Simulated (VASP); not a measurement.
# Sn (Fd-3m) in VASP: notebook, part 2 of 2

VASP 6.6.1. The steps go on from the part before.

**3. Relaxation of cell and atoms, PBEsol**

This run uses another cell than the first one, of 34.19 Å³/atom, 0.977 times its volume.

File INCAR:

```
PREC = Accurate ; ENCUT = 600
EDIFF = 1E-7 ; ISMEAR = 0
SIGMA = 0.1 ; LREAL = F
LASPH = T ; NELM = 100
ALGO = Normal ; ISIF = 3
LWAVE = F ; LCHARG = F
GGA = PS ; IBRION = 2
NSW = 100 ; EDIFFG = -0.005
```

File KPOINTS:

```
Automatic mesh
0
Gamma
  12 12 12
```

File POSCAR:

```
Sn
1.0
    0.0000000000      3.2456000000      3.2456000000
    3.2456000000      0.0000000000      3.2456000000
    3.2456000000      3.2456000000      0.0000000000
Sn
2
Direct
    0.5000000000      0.5000000000      0.5000000000
    0.7500000000      0.7500000000      0.7500000000
```

Potentials or basis: VASP PAW PBE potentials, release 64 (Sn_d).

Run with:

```sh
cat potpaw_PBE.64/Sn_d/POTCAR > POTCAR
mpirun -np 1 vasp_std > vasp.out
```

OUTCAR:

```text
PREC = Accurate
   ENCUT = 600
   EDIFF = 1E-7
   ISMEAR = 0
   LREAL = F
   LASPH = T
   NELM = 100
   ISIF = 3
   GGA = PS
   IBRION = 2
   NSW = 100
   EDIFFG = -0.005

 ion  position               nearest neighbor table
   1  0.500  0.500  0.500-   2 2.81   2 2.81   2 2.81   2 2.81
   2  0.750  0.750  0.750-   1 2.81   1 2.81   1 2.81   1 2.81

  LATTYP: Found a face centered cubic cell.
 ALAT       =     6.4912000000

  Lattice vectors:

 A1 = (   0.0000000000,   3.2456000000,   3.2456000000)
 A2 = (   3.2456000000,   0.0000000000,   3.2456000000)
 A3 = (   3.2456000000,   3.2456000000,   0.0000000000)

Analysis of symmetry for initial positions (statically):
=====================================================================
 Subroutine PRICEL returns:
 Original cell was already a primitive cell.

 Routine SETGRP: Setting up the symmetry group for a
 face centered cubic supercell.

 Subroutine GETGRP returns: Found 48 space group operations
 (whereof 24 operations were pure point group operations)
 out of a pool of 48 trial point group operations.

The static configuration has the point symmetry T_d .
 The point group associated with its full space group is O_h .

Analysis of symmetry for dynamics (positions and initial velocities):
=====================================================================
 Subroutine PRICEL returns:
 Original cell was already a primitive cell.

 Routine SETGRP: Setting up the symmetry group for a
 face centered cubic supercell.

 Subroutine GETGRP returns: Found 48 space group operations
 (whereof 24 operations were pure point group operations)
 out of a pool of 48 trial point group operations.

The dynamic configuration has the point symmetry T_d .
 The point group associated with its full space group is O_h .

 Subroutine INISYM returns: Found 48 space group operations
 (whereof 24 operations are pure point group operations),
 and found     1 'primitive' translations

----------------------------------------------------------------------------------------

                                     Primitive cell

  volume of cell :      68.3778

  direct lattice vectors                    reciprocal lattice vectors
     0.000000000  3.245600000  3.245600000    -0.154054720  0.154054720  0.154054720
     3.245600000  0.000000000  3.245600000     0.154054720 -0.154054720  0.154054720
     3.245600000  3.245600000  0.000000000     0.154054720  0.154054720 -0.154054720

  length of vectors
     4.589971538  4.589971538  4.589971538     0.266830603  0.266830603  0.266830603

  position of ions in fractional coordinates (direct lattice)
     0.500000000  0.500000000  0.500000000
     0.750000000  0.750000000  0.750000000

  ion indices of the primitive-cell ions
   primitive index   ion index
                 1           1
                 2           2

----------------------------------------------------------------------------------------

 KPOINTS: Automatic mesh

Automatic generation of k-mesh.
 Grid dimensions read from file:
 generate k-points for:   12   12   12

 Generating k-lattice:

  Cartesian coordinates                     Fractional coordinates (reciprocal lattice)
    -0.012837893  0.012837893  0.012837893     0.083333333  0.000000000  0.000000000
     0.012837893 -0.012837893  0.012837893     0.000000000  0.083333333  0.000000000
     0.012837893  0.012837893 -0.012837893     0.000000000  0.000000000  0.083333333
[... 39 lines left out ...]
   k-points           NKPTS =     72   k-points in BZ     NKDIM =     72   number of bands    NBANDS=     18
   number of dos      NEDOS =    301   number of ions     NIONS =      2
   total plane-waves  NPLWV =  64000
   dimension x,y,z NGX =    40 NGY =   40 NGZ =   40
   dimension x,y,z NGXF=    80 NGYF=   80 NGZF=   80
   ions per type =               2
   NGX,Y,Z   is equivalent  to a cutoff of  14.49, 14.49, 14.49 a.u.
   NGXF,Y,Z  is equivalent  to a cutoff of  28.98, 28.98, 28.98 a.u.
 SYSTEM =  unknown system
   PREC   = accura    normal or accurate (medium, high low for compatibility)
   ISTART =      0    job   : 0-new  1-cont  2-samecut
   ICHARG =      2    charge: 1-file 2-atom 10-const
   ISPIN  =      1    spin polarized calculation?
   LNONCOLLINEAR =      F non collinear calculations
   LSORBIT =      F    spin-orbit coupling
   LASPH  =      T    aspherical Exc in radial PAW
   ENCUT  =  600.0 eV  44.10 Ry    6.64 a.u.   9.17  9.17  9.17*2*pi/ulx,y,z
   NELM   =    100;   NELMIN=  2; NELMDL= -5     # of ELM steps
   EDIFF  = 0.1E-06   stopping-criterion for ELM
   LREAL  =      F    real-space projection
   EDIFFG = -.5E-02   stopping-criterion for IOM
   NSW    =    100    number of steps for IOM
   IBRION =      2    ionic relax: 0-MD 1-quasi-New 2-CG
   NFREE  =      1    steps in history (QN), initial steepest desc. (CG)
   ISIF   =      3    stress and relaxation
   ISYM   =      2    0-nonsym 1-usesym 2-fastsym
   POTIM  = 0.5000    time-step for ionic-motion
   TEBEG  =    0.0;   TEEND  =   0.0 temperature during run
   PSTRESS=    0.0 pullay stress
   NELECT =      28.0000    total number of electrons
   NUPDOWN=      -1.0000    fix difference up-down
   EMIN   =  10.00;   EMAX   =-10.00  energy-range for DOS
   EFERMI =   0.00;   METHOD = LEGACY
   ISMEAR =     0;   SIGMA  =   0.10  broadening in eV -4-tet -1-fermi 0-gaus
   EFERMI_NEDOS =   21; number of points for ismear=-14 and -15
   IALGO  =     38    algorithm
   IMIX   =      4    mixing-type and parameters
     AMIX     =   0.40;   BMIX     =  1.00
     AMIX_MAG =   1.60;   BMIX_MAG =  1.00
  volume/ion in A,a.u.               =      34.19       230.72
  Fermi-wavevector in a.u.,A,eV,Ry     =   1.215689  2.297319 20.108049  1.477900
  Thomas-Fermi vector in A             =   2.351068
   LORBIT       =      0    0 simple, 1 ext, 2 COOP (PROOUT), +10 PAW based schemes
   GGA     = PS    functional components
   LHFCALC =     F    Hartree Fock is set to
   AEXX    =    0.0000 exact exchange contribution
   IVDW    =     0    specifies the selected vdW correction
   LEPSILON=     F    determine dielectric tensor
   LRPA    =     F    only Hartree local field effects (RPA)
 conjugate gradient relaxation of ions
 non-spin polarized calculation
 Gauss-broadening in eV      SIGMA  =   0.10
  energy-cutoff  :      600.00
  volume of cell :       68.38
 maximum number of plane-waves:      2301
 NGX is ok and might be reduce to    40
   NGX = 19   NGY = 19   NGZ = 19

--------------------------------------- Ionic step        1  -------------------------------------------

 number of electron      28.0000005 magnetization

 Free energy of the ion-electron system (eV)
  ---------------------------------------------------
  ext. energy  EPLUGINS =         0.00000000
  ---------------------------------------------------
  free energy    TOTEN  =        -8.46172368 eV

  energy without entropy =       -8.46056743  energy(sigma->0) =       -8.46114555

------------------------ aborting loop because EDIFF is reached ----------------------------------------

  FORCE on cell =-STRESS in cart. coord.  units (eV):
  Direction    XX          YY          ZZ          XY          YZ          ZX
  --------------------------------------------------------------------------------------
  -------------------------------------------------------------------------------------
  Total        0.4084785      0.4084785      0.4084785      0.0000000      0.0000000     -0.0000000
  in kB        9.5711658      9.5711658      9.5711658      0.0000000      0.0000000     -0.0000000
  external PRESSURE =       9.5711658 kB  Pullay stress =       0.0000000 kB
[... 59 lines left out ...]
--------------------------------------- Ionic step        3  -------------------------------------------

 number of electron      28.0000003 magnetization

 Free energy of the ion-electron system (eV)
  ---------------------------------------------------
  ext. energy  EPLUGINS =         0.00000000
  ---------------------------------------------------
  free energy    TOTEN  =        -8.46614301 eV

  energy without entropy =       -8.46490337  energy(sigma->0) =       -8.46552319

 E-fermi :   5.2343     XC(G=0):  -8.9679

 val. band max:        5.2015477111   @ k =   0.0833   0.0000   0.0000
 cond. band min:       5.3190824613   @ k =   0.3333   0.0000   0.0000
 fundamental gap:      0.1175347502
 Fermi energy:         5.2343002451

 k-point     1 :       0.0000    0.0000    0.0000
  band No.  band energies     occupation
      1     -16.3042      2.00000
      2     -16.3042      2.00000
      3     -16.3042      2.00000
      4     -16.2467      2.00000
      5     -16.2467      2.00000
      6     -15.9532      2.00000
[... 481 lines left out ...]
      5     -16.1641      2.00000
      6     -16.0396      2.00000
[... 10 lines left out ...]
     17       9.1788      0.00000
     18      11.1824      0.00000

 [... further k-points ...]
[... 5 lines left out ...]
  --------------------------------------------------------------------------------------
  -------------------------------------------------------------------------------------
  Total       -0.0015748     -0.0015748     -0.0015748      0.0000000      0.0000000     -0.0000000
  in kB       -0.0361028     -0.0361028     -0.0361028      0.0000000      0.0000000     -0.0000000
  external PRESSURE =      -0.0361028 kB  Pullay stress =       0.0000000 kB
[... 17 lines left out ...]
  FREE ENERGIE OF THE ION-ELECTRON SYSTEM (eV)
  ---------------------------------------------------
  free  energy   TOTEN  =        -8.4661430095 eV

  energy  without entropy=       -8.4649033744  energy(sigma->0) =       -8.46552319

 reached required accuracy - stopping structural energy minimisation
```

CONTCAR:

```text
Sn
   1.00000000000000
     0.0000000000000000    3.2693047202805041    3.2693047202805041
     3.2693047202805041    0.0000000000000000    3.2693047202805041
     3.2693047202805041    3.2693047202805041   -0.0000000000000000
  Sn
     2
Direct
     0.5000000000000000    0.5000000000000000    0.5000000000000000
     0.7500000000000000    0.7500000000000000    0.7500000000000000

  0.00000000E+00  0.00000000E+00  0.00000000E+00
  0.00000000E+00  0.00000000E+00  0.00000000E+00
```

It took 6.9 min on 1 thread of Intel Xeon 8259CL, shared host; peak memory 0.3 GiB.

Results:

```
Free energy                            : -8.4661 eV
Relaxed volume                         : 34.94 Å³/atom
Relaxed cell                           : a = 4.623 Å, b = 4.623 Å, c = 4.623 Å, α = 60.00°, β = 60.00°, γ = 60.00°
Space group after relaxing (to 0.05 Å) : Fd-3m (No. 227)
Energy gained by relaxing              : 2.2 meV/atom
Ionic steps                            : 3
Pressure after relaxing                : 0.0 GPa
Band gap on the k mesh                 : zero (band 14 reaches 5.34 eV, above the bottom of band 15 at 5.15 eV)
```

The path:
```
step  energy change (eV)  largest force (eV/Å)  pressure (GPa)  volume (Å³)
   1              0.0000                0.0000            0.96        68.38
   2             -0.0039                0.0000           -0.31        70.42
   3             -0.0044                0.0000            0.00        69.89
```

Final structure:
```cif
data_structure
_symmetry_space_group_name_H-M 'P 1'
_symmetry_Int_Tables_number 1
_cell_length_a 4.6235
_cell_length_b 4.6235
_cell_length_c 4.6235
_cell_angle_alpha 60.000
_cell_angle_beta 60.000
_cell_angle_gamma 60.000
_cell_volume 69.89
loop_
_atom_site_label
_atom_site_type_symbol
_atom_site_fract_x
_atom_site_fract_y
_atom_site_fract_z
_atom_site_occupancy
Sn1 Sn 0.50000 0.50000 0.50000 1
Sn2 Sn 0.75000 0.75000 0.75000 1
```

Levels at points of the mesh, in eV from the Fermi level:
| k point | band 10 | band 11 | band 12 | band 13 | band 14 | band 15 | band 16 | band 17 | band 18 |
| --- | --- | --- | --- | --- | --- | --- | --- | --- | --- |
| (0.00, 0.00, 0.00) | -21.18 | -10.46 | -0.83 | 0.10 | 0.10 | 0.10 | 2.16 | 2.16 | 2.16 |
| (0.50, 0.00, 0.00) | -21.13 | -8.88 | -6.22 | -1.07 | -1.07 | -0.09 | 3.22 | 3.22 | 5.56 |
| (0.50, 0.50, 0.00) | -21.12 | -7.44 | -7.44 | -2.38 | -2.38 | 0.80 | 0.80 | 7.58 | 7.58 |

Caveat: the PAW data sets were made with another functional, which shifts forces and pressure a little; spin-orbit coupling is left out, which moves the levels of the heavy elements.
